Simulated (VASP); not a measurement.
Input of a VASP 6.6.1 run:

INCAR

```
PREC = Accurate ; ENCUT = 520
EDIFF = 1E-6 ; ISMEAR = -1
SIGMA = 0.1 ; LREAL = False
LASPH = True ; NELM = 150
ALGO = Normal ; ISIF = 2
LWAVE = False ; LCHARG = False
ISPIN = 2 ; MAGMOM = 1.17
LORBIT = 11 ; NUPDOWN = 1.17
LMAXMIX = 4 ; NBANDS = 15
```

File KPOINTS:

```
Automatic mesh
0
Gamma
  15 15 15
```

File POSCAR:

```
Ni
1.0
    0.0000000000      1.7672600000      1.7672600000
    1.7672600000      0.0000000000      1.7672600000
    1.7672600000      1.7672600000      0.0000000000
Ni
1
Direct
    0.0000000000      0.0000000000      0.0000000000
```

Potentials or basis: VASP PAW LDA potentials, release 64 (Ni).

Launch:

```console
$ cat potpaw_LDA.64/Ni/POTCAR > POTCAR
$ mpirun -np 1 vasp_std > vasp.out
```

Estimate the pressure.

-13.1 GPa.

Caveat: the cell stands under tension; the total moment is fixed, so each spin has its own Fermi level.
